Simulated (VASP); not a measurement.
**K3Sr: single point with PBE**

K3Sr:

```xyz
4
Lattice="5.8295 0.3048 0.5587 -0.3876 5.6302 -0.7120 0.2538 1.2615 4.3641" Properties=species:S:1:pos:R:3 pbc="T T T"
K     4.5559    4.5042    0.2769
K     1.6300    6.0894    1.8933
K     1.8227    3.0002    0.3979
Sr    4.7542    2.3121    2.7315
```

- Program: VASP 6.6.1
- Task: single point
- Functional: PBE
- Potentials or basis: VASP PAW PBE potentials, release 64 (K_sv, Sr_sv)
- Cutoff: 520 eV
- k mesh: 3 × 3 × 3
- Occupations: gaussian, width 0.1 eV
- Spin: no spin polarisation
- Dipole correction: no
- Further INCAR settings: ALGO = Normal; EDIFF = 1e-06; NBANDS = 26

The pressure is 8.7 GPa and the largest force is 0.593 eV/Å.

Forces on the atoms (eV/Å):
```
K    0.171  0.320 -0.199
K   -0.145 -0.258  0.046
K   -0.121 -0.324 -0.370
Sr   0.095  0.262  0.523
```

Stress tensor (GPa, compression positive):
```
10.96  0.17 -0.16
 0.17  7.79 -2.77
-0.16 -2.77  7.24
```

Levels at points of the mesh, in eV from the Fermi level:
```csv
k point,band 16,band 17,band 18,band 19,band 20,band 21
"(0.00, 0.00, 0.00)",-15.33,-3.39,-0.26,-0.14,0.51,1.25
```

Run time: 33 s on 1 thread of Intel(R) Xeon(R) Platinum 8488C (Sapphire Rapids), on a shared host, peak memory 0.27 GiB.

Caveat: the k points lie up to 0.47 Å⁻¹ apart.
